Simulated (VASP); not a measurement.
Set up this calculation in VASP 6.6.1, as the native input.

* Task: single point
* Functional: PBE
* Potentials or basis: VASP PAW PBE potentials, release 64 (Li_sv, F)
* Cutoff: 520 eV
* k mesh: 6 × 6 × 6
* Occupations: gaussian, width 0.01 eV
* Spin: no spin polarisation
* Dipole correction: no
* Further INCAR settings: ALGO = Normal; EDIFF = 1e-06; NBANDS = 12

The structure of LiF lies in POSCAR:

```
LiF
1.0
    2.5162584520      0.0000000000      0.0000000000
    0.0000000000      2.5162584520      0.0000000000
    0.0000000000      0.0000000000      2.5162584520
Li F
1 1
Direct
    0.0000000000      0.0000000000      0.0000000000
    0.5000000000      0.5000000000      0.5000000000
```

The input as run:

INCAR

```
SYSTEM = LiF
  ALGO = Normal
  EDIFF = 1E-6
  ENCUT = 520
  GGA = PE
  ISIF = 2
  ISMEAR = 0
  LASPH = .TRUE.
  LCHARG = .FALSE.
  LREAL = .FALSE.
  LWAVE = .FALSE.
  NBANDS = 12
  NELM = 80
  PREC = Accurate
  SIGMA = 0.01
```

KPOINTS

```
k-points
0
G
  6 6 6
  0 0 0
```

Potentials or basis: VASP PAW PBE potentials, release 64 (Li_sv, F).

Run with:

```bash
$ cat potpaw_PBE.64/Li_sv/POTCAR potpaw_PBE.64/F/POTCAR > POTCAR
$ mpirun -np 1 vasp_std > vasp.out
```

It gave:

```yaml
Band_gap_on_the_k_mesh: 7.95 eV, indirect (least direct gap 8.67 eV)
```

Run time: 2.1 s on 1 thread of AMD EPYC 9R45 96-Core Processor (Zen 5), with other jobs on the host, peak memory 0.09 GiB.
